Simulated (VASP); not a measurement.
# La (Im-3m) in VASP: a series of runs, part 2 of 2

VASP 6.6.1.

## 4. Single point, PBEsol

This run uses another cell than the first one, of 26.78 Å³/atom.

The input, INCAR:

```
PREC     = Accurate       # precision mode
ENCUT    = 520            # plane-wave cutoff, eV
EDIFF    = 1E-6           # SCF threshold, eV
ISMEAR   = -1             # smearing method
SIGMA    = 0.05           # smearing width, eV
LREAL    = False          # projectors in reciprocal space
LASPH    = True           # aspherical terms in the spheres
NELM     = 80             # most SCF steps
ALGO     = Fast           # electronic algorithm
ISIF     = 2              # what is computed and relaxed
LWAVE    = False          # write WAVECAR
LCHARG   = False          # write CHGCAR
GGA      = PS             # functional
NBANDS   = 12             # bands
```

The input, KPOINTS:

```
regular mesh
0
Gamma
  9 9 9
```

The input, POSCAR:

```
La
1.0
   -1.8848384979      1.8848384979      1.8848384979
    1.8848384979     -1.8848384979      1.8848384979
    1.8848384979      1.8848384979     -1.8848384979
La
1
Direct
    0.0000000000      0.0000000000      0.0000000000
```

Potentials or basis: VASP PAW PBE potentials, release 64 (La).

Started as:

```bash
cat potpaw_PBE.64/La/POTCAR > POTCAR
mpirun -np 1 vasp_std > vasp.out
```

OUTCAR:

```text
PREC = Accurate
   ENCUT = 520
   EDIFF = 1E-6
   ISMEAR = -1
   LREAL = False
   LASPH = True
   NELM = 80
   ISIF = 2
   GGA = PS

 ion  position               nearest neighbor table
   1  0.000  0.000  0.000-

  LATTYP: Found a body centered cubic cell.
 ALAT       =     3.7696769958

  Lattice vectors:

 A1 = (  -1.8848384979,   1.8848384979,   1.8848384979)
 A2 = (   1.8848384979,  -1.8848384979,   1.8848384979)
 A3 = (   1.8848384979,   1.8848384979,  -1.8848384979)

Analysis of symmetry for initial positions (statically):
=====================================================================
 Subroutine PRICEL returns:
 Original cell was already a primitive cell.

 Routine SETGRP: Setting up the symmetry group for a
 body centered cubic supercell.

 Subroutine GETGRP returns: Found 48 space group operations
 (whereof 48 operations were pure point group operations)
 out of a pool of 48 trial point group operations.

The static configuration has the point symmetry O_h .

Analysis of symmetry for dynamics (positions and initial velocities):
=====================================================================
 Subroutine PRICEL returns:
 Original cell was already a primitive cell.

 Routine SETGRP: Setting up the symmetry group for a
 body centered cubic supercell.

 Subroutine GETGRP returns: Found 48 space group operations
 (whereof 48 operations were pure point group operations)
 out of a pool of 48 trial point group operations.

The dynamic configuration has the point symmetry O_h .

 Subroutine INISYM returns: Found 48 space group operations
 (whereof 48 operations are pure point group operations),
 and found     1 'primitive' translations

----------------------------------------------------------------------------------------

                                     Primitive cell

  volume of cell :      26.7844

  direct lattice vectors                    reciprocal lattice vectors
    -1.884838498  1.884838498  1.884838498     0.000000000  0.265274717  0.265274717
     1.884838498 -1.884838498  1.884838498     0.265274717  0.000000000  0.265274717
     1.884838498  1.884838498 -1.884838498     0.265274717  0.265274717  0.000000000

  length of vectors
     3.264636042  3.264636042  3.264636042     0.375155103  0.375155103  0.375155103

  position of ions in fractional coordinates (direct lattice)
     0.000000000  0.000000000  0.000000000

  ion indices of the primitive-cell ions
   primitive index   ion index
                 1           1

----------------------------------------------------------------------------------------

 KPOINTS: regular mesh

Automatic generation of k-mesh.
 Grid dimensions read from file:
 generate k-points for:    9    9    9

 Generating k-lattice:

  Cartesian coordinates                     Fractional coordinates (reciprocal lattice)
     0.000000000  0.029474969  0.029474969     0.111111111  0.000000000  0.000000000
     0.029474969  0.000000000  0.029474969     0.000000000  0.111111111  0.000000000
     0.029474969  0.029474969  0.000000000     0.000000000  0.000000000  0.111111111

  Length of vectors
     0.041683900  0.041683900  0.041683900

  Shift w.r.t. Gamma in fractional coordinates (k-lattice)
     0.000000000  0.000000000  0.000000000

 Subroutine IBZKPT returns following result:
 ===========================================

 Found     35 irreducible k-points:

 Following reciprocal coordinates:
            Coordinates               Weight
  0.000000  0.000000  0.000000      1.000000
  0.111111  0.000000  0.000000     12.000000
  0.222222  0.000000  0.000000     12.000000
  0.333333  0.000000  0.000000     12.000000
  0.444444  0.000000  0.000000     12.000000
  0.111111  0.111111  0.000000     24.000000
[... 16 lines left out ...]
 -0.333333  0.444444  0.111111     48.000000
 -0.444444 -0.444444  0.111111     24.000000
 [... further k-points ...]
   k-points           NKPTS =     35   k-points in BZ     NKDIM =     35   number of bands    NBANDS=     12
   number of dos      NEDOS =    301   number of ions     NIONS =      1
   total plane-waves  NPLWV =  13824
   dimension x,y,z NGX =    24 NGY =   24 NGZ =   24
   dimension x,y,z NGXF=    48 NGYF=   48 NGZF=   48
   ions per type =               1
   NGX,Y,Z   is equivalent  to a cutoff of  12.22, 12.22, 12.22 a.u.
   NGXF,Y,Z  is equivalent  to a cutoff of  24.44, 24.44, 24.44 a.u.
 SYSTEM =  unknown system
   PREC   = accura    normal or accurate (medium, high low for compatibility)
   ISTART =      0    job   : 0-new  1-cont  2-samecut
   ICHARG =      2    charge: 1-file 2-atom 10-const
   ISPIN  =      1    spin polarized calculation?
   LNONCOLLINEAR =      F non collinear calculations
   LSORBIT =      F    spin-orbit coupling
   LASPH  =      T    aspherical Exc in radial PAW
   ENCUT  =  520.0 eV  38.22 Ry    6.18 a.u.   6.07  6.07  6.07*2*pi/ulx,y,z
   NELM   =     80;   NELMIN=  2; NELMDL= -5     # of ELM steps
   EDIFF  = 0.1E-05   stopping-criterion for ELM
   LREAL  =      F    real-space projection
   EDIFFG = 0.1E-04   stopping-criterion for IOM
   NSW    =      0    number of steps for IOM
   IBRION =     -1    ionic relax: 0-MD 1-quasi-New 2-CG
   NFREE  =      0    steps in history (QN), initial steepest desc. (CG)
   ISIF   =      2    stress and relaxation
   ISYM   =      2    0-nonsym 1-usesym 2-fastsym
   POTIM  = 0.5000    time-step for ionic-motion
   TEBEG  =    0.0;   TEEND  =   0.0 temperature during run
   PSTRESS=    0.0 pullay stress
   NELECT =      11.0000    total number of electrons
   NUPDOWN=      -1.0000    fix difference up-down
   EMIN   =  10.00;   EMAX   =-10.00  energy-range for DOS
   EFERMI =   0.00;   METHOD = LEGACY
   ISMEAR =    -1;   SIGMA  =   0.05  broadening in eV -4-tet -1-fermi 0-gaus
   EFERMI_NEDOS =   21; number of points for ismear=-14 and -15
   IALGO  =     68    algorithm
   IMIX   =      4    mixing-type and parameters
     AMIX     =   0.40;   BMIX     =  1.00
     AMIX_MAG =   1.60;   BMIX_MAG =  1.00
  volume/ion in A,a.u.               =      26.78       180.75
  Fermi-wavevector in a.u.,A,eV,Ry     =   1.216872  2.299555 20.147202  1.480778
  Thomas-Fermi vector in A             =   2.352211
   LORBIT       =      0    0 simple, 1 ext, 2 COOP (PROOUT), +10 PAW based schemes
   GGA     = PS    functional components
   LHFCALC =     F    Hartree Fock is set to
   AEXX    =    0.0000 exact exchange contribution
   IVDW    =     0    specifies the selected vdW correction
   LEPSILON=     F    determine dielectric tensor
   LRPA    =     F    only Hartree local field effects (RPA)
 non-spin polarized calculation
 RMM-DIIS sequential band-by-band and
  energy-cutoff  :      520.00
  volume of cell :       26.78
 maximum number of plane-waves:       735
   NGX = 13   NGY = 13   NGZ = 13

 number of electron      11.0000002 magnetization

 Free energy of the ion-electron system (eV)
  ---------------------------------------------------
  ext. energy  EPLUGINS =         0.00000000
  ---------------------------------------------------
  free energy    TOTEN  =        -5.02035446 eV

  energy without entropy =       -5.00411852  energy(sigma->0) =       -5.01223649

 E-fermi :  11.1958     XC(G=0): -11.1057

 val. band max:       11.1949888155   @ k =   0.2222   0.2222   0.0000
 cond. band min:      11.2353947661   @ k =  -0.4444   0.4444   0.2222
 fundamental gap:      0.0404059507
 Fermi energy:        11.1958458866

 k-point     1 :       0.0000    0.0000    0.0000
  band No.  band energies     occupation
      1     -21.4223      2.00000
      2      -3.2414      2.00000
      3      -3.2414      2.00000
      4      -3.2414      2.00000
      5       8.7345      2.00000
      6      13.0650      0.00000
      7      13.0650      0.00000
      8      13.0650      0.00000
      9      13.1001      0.00000
     10      13.1001      0.00000
     11      13.1001      0.00000
     12      14.5612      0.00000
[... 331 lines left out ...]
 k-point    24 :      -0.4444   -0.4444    0.1111
  band No.  band energies     occupation
      1     -20.6118      2.00000
      2      -6.2155      2.00000
      3      -4.8326      2.00000
      4      -3.7967      2.00000
      5       9.8669      2.00000
      6      11.3521      0.08423
      7      12.2206      0.00000
      8      12.9182      0.00000
      9      13.8275      0.00000
     10      14.3013      0.00000
     11      14.4188      0.00000
     12      14.4874      0.00000

 [... further k-points ...]

------------------------ aborting loop because EDIFF is reached ----------------------------------------

  FORCE on cell =-STRESS in cart. coord.  units (eV):
  Direction    XX          YY          ZZ          XY          YZ          ZX
  --------------------------------------------------------------------------------------
  -------------------------------------------------------------------------------------
  Total        1.6944270      1.6944270      1.6944270      0.0000000      0.0000000     -0.0000000
  in kB      101.3563633    101.3563633    101.3563633      0.0000000      0.0000000     -0.0000000
  external PRESSURE =     101.3563633 kB  Pullay stress =       0.0000000 kB

 VOLUME and BASIS-vectors are now :
 -----------------------------------------------------------------------------
  energy-cutoff  :      520.00
  volume of cell :       26.78
      direct lattice vectors                 reciprocal lattice vectors
    -1.884838498  1.884838498  1.884838498     0.000000000  0.265274717  0.265274717
     1.884838498 -1.884838498  1.884838498     0.265274717  0.000000000  0.265274717
     1.884838498  1.884838498 -1.884838498     0.265274717  0.265274717  0.000000000

 POSITION                                       TOTAL-FORCE (eV/Angst)
 -----------------------------------------------------------------------------------
      0.00000      0.00000      0.00000        -0.000000      0.000000      0.000000
 -----------------------------------------------------------------------------------
    total drift:                                0.000000     -0.000000      0.000000

  FREE ENERGIE OF THE ION-ELECTRON SYSTEM (eV)
  ---------------------------------------------------
  free  energy   TOTEN  =        -5.0203544647 eV

  energy  without entropy=       -5.0041185217  energy(sigma->0) =       -5.01223649
```

Run time: 36 s. Hardware: 1 thread of Intel Xeon 8259CL, shared host; peak memory 0.15 GiB.

Results:

```
Free energy            : -5.0204 eV
Pressure               : 10.1 GPa
Band gap on the k mesh : zero (an odd number of electrons rules out a gap without spin polarisation)
```

Caveat: the cell stands under pressure; the PAW data sets were made with another functional, which shifts forces and pressure a little; spin-orbit coupling is left out, which moves the levels of the heavy elements.

## 5. The runs side by side

```csv
cell,gap on the mesh (eV),pressure (GPa)
"a = 3.023 Å, angles 109.5°, 1 atom",none,30.3
"a = 3.124 Å, angles 109.5°, 1 atom",none,20.3
"a = 3.265 Å, angles 109.5°, 1 atom",none,10.1
```

Alike in all rows: task single point; level PBEsol; potentials or basis VASP PAW PBE potentials, release 64 (La); no spin polarisation; k mesh 9 × 9 × 9; cutoff (eV) 520; smearing fermi-dirac 0.05 eV.

Caveats: the cell stands under pressure; the PAW data sets were made with another functional, which shifts forces and pressure a little; spin-orbit coupling is left out, which moves the levels of the heavy elements.

Absolute energies hang on the potentials; compare differences alone.
